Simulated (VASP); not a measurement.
A run of VASP 6.6.1:

The input INCAR:

```
  PREC = Accurate
  ENCUT = 520
  EDIFF = 1E-6
  ISMEAR = -1
  SIGMA = 0.02
  LREAL = Auto
  LASPH = T
  NELM = 80
  ALGO = Normal
  ISIF = 2
  LWAVE = F
  LCHARG = T
  GGA = PE
  IVDW = 12
  LELF = T
  LVHAR = T
  NBANDS = 66
```

File KPOINTS:

```
regular mesh
0
Gamma
  1 1 1
```

The input POSCAR:

```
H4CO
1.0
    8.0548320000      0.0000000000      0.0000000000
    0.0000000000      8.0548320000      0.0000000000
    0.0000000000      0.0000000000      8.0548320000
C O H
6 6 24
Direct
    0.6987234495      0.5909868760      0.6001987379
    0.4519647337      0.2144427097      0.1691034649
    0.0420244643      0.0140164314      0.7203253898
    0.1407974741      0.4970680953      0.3158104353
    0.3104596098      0.4921145469      0.7594075209
    0.9049350750      0.9380332203      0.2856794530
    0.6805356089      0.4069606914      0.5694842549
    0.3312049215      0.0871029961      0.2006249168
    0.0193424270     -0.1544290433      0.7501335844
    0.1736100765      0.5111714310      0.1435411688
    0.3038052190      0.6530614170      0.8252065344
    0.8422025438      0.8033066363      0.1825736403
    0.6559416758      0.6338058944      0.7209088905
    0.7723314403      0.3589646562      0.6362640462
    0.8352998548      0.6202612295      0.5887894372
    0.6319933178      0.6659356769      0.5001345776
    0.3999959279      0.3417079338      0.1939084515
    0.3172381497      0.0209067054      0.1010325231
    0.5653749203      0.2019905567      0.2410975176
    0.4855222306      0.2133129530      0.0347865728
   -0.0788346672      0.0618138280      0.6752592729
    0.1283453212     -0.2098616085      0.7725797385
    0.0848310679      0.0784249752      0.8295765821
    0.1250181258      0.0327629428      0.6159160117
    0.2283722367      0.5732708019      0.3867864656
    0.1245836040      0.4156883719      0.0885431254
    0.0154193160      0.5372179085      0.3472946425
    0.1626104679      0.3732790454      0.3734652690
    0.3967680518      0.5029900065      0.6565251764
    0.2592605283      0.6455752274      0.9378966563
    0.3618821597      0.3968425412      0.8425253314
    0.1865215811      0.4525482344      0.7099216967
    0.8734508678      0.9015458051      0.4122370274
    0.8653315178      0.8224380099      0.0657121092
    1.0430757587      0.9539987923      0.2824267471
    0.8568273056      1.0673593192      0.2595833160
```

Potentials or basis: VASP PAW PBE potentials, release 64 (C, O, H).

Launch:

```sh
$ cat potpaw_PBE.64/C/POTCAR potpaw_PBE.64/O/POTCAR potpaw_PBE.64/H/POTCAR > POTCAR
$ mpirun -np 1 vasp_gam > vasp.out
```

Hardware: 1 thread of Intel Xeon 6975P-C, on a shared host.

Q: How long does it take, and how much memory?

A: Wall time 77 s on 1 thread of Intel Xeon 6975P-C (shared host), peak memory 0.45 GiB. Counts: scf iterations 18, k points 1.
